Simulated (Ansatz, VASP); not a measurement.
# MgO: VASP beside Ansatz

```xyz
2
Lattice="2.9380 0.0000 0.0000 -1.4690 2.5444 0.0000 0.0000 0.0000 2.6797" Properties=species:S:1:pos:R:3 pbc="T T T"
Mg    0.0000    0.0000    0.0000
O     0.0000    1.6963    1.3398
```

Alike in both runs: task single point; functional PBE; k mesh 8 × 8 × 8; occupations fermi-dirac, width 0.05 eV; no spin polarisation.

|  | VASP | Ansatz |
| --- | --- | --- |
| version | VASP 6.6.1 | Ansatz 0.2.0 |
| potentials or method | VASP PAW PBE potentials, release 64 (Mg, O), cutoff 600 eV | all-electron PAW datasets made for the crystal |

```csv
,VASP,Ansatz,Ansatz less VASP
gap on the k mesh at the Fermi level (eV),3.01,3.02,+0.012
least direct gap on the mesh (eV),3.40,3.41,+0.009
pressure (GPa),-0.9,0.0,+0.91
"traceless stress, the component that is largest in VASP (GPa)",-0.05,0.05,+0.100
```

Ansatz ran all-electron here, and VASP with PAW potentials.
